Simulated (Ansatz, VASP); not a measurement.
## One calculation of La, two programs

```
CELL_PARAMETERS angstrom
3.78306 0.00000 0.00000
-1.89153 3.27623 0.00000
0.00000 0.00000 6.07613
ATOMIC_POSITIONS crystal
La 0.33333 0.66667 0.25000
La 0.66667 0.33333 0.75000
```

Alike in both runs: functional PBE; k mesh 12 × 12 × 7; occupations fermi-dirac, width 0.05 eV; no spin polarisation.

Ansatz relaxed the structure, and its values are those at the end. VASP's run is a single point on that final structure, the one shown.

```csv
,VASP,Ansatz
version,VASP 6.6.1,Ansatz 0.2.0
potentials or method,"VASP PAW PBE potentials, release 64 (La)","PAW with Ansatz's default frozen-core files, scalar-relativistic"
plane-wave cutoff (eV),520,420
valence electrons in the cell,22,22
```

```tsv
	VASP	Ansatz	Ansatz less VASP
pressure (GPa)	0.1	0.0	-0.08
```

The functional is the same, so the differences come from potentials, cutoffs and numerics.

Spin-orbit coupling is off throughout.
